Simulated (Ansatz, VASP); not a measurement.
# TePt2: VASP beside Ansatz

```xyz
3
Lattice="4.7089 0.0000 0.0000 -2.3544 4.0780 0.0000 0.0000 0.0000 2.9472" Properties=species:S:1:pos:R:3 pbc="T T T"
Te    0.0000    0.0000    0.0000
Pt    0.0000    2.7187    1.4736
Pt    2.3544    1.3593    1.4736
```

Alike in both runs: task relaxation of cell and atoms; functional PBE; k mesh 12 × 12 × 16; occupations gaussian, width 0.1 eV; no spin polarisation.

```csv
,VASP,Ansatz
version,VASP 6.6.1,Ansatz 0.2.0
potentials or method,"VASP PAW PBE potentials, release 64 (Te, Pt), cutoff 600 eV","scalar-relativistic, plane waves, PAW"
valence electrons in the cell,26,52
```

```tsv
	VASP	Ansatz	Ansatz less VASP
gap on the k mesh at the Fermi level, each at its own relaxed structure (eV)	none	none	-
relaxed volume (Å³/atom)	18.90	18.93	+0.033
relaxed length of the cell vector where the two differ most in proportion (Å)	2.972	2.975	+0.0024
```

A gap of «none» marks a metal or a gap that the smearing closes. VASP's potentials hold 26 valence electrons a cell and Ansatz's 52, so a difference there can come from the potentials and not from the codes.

Neither program's run includes spin-orbit coupling.
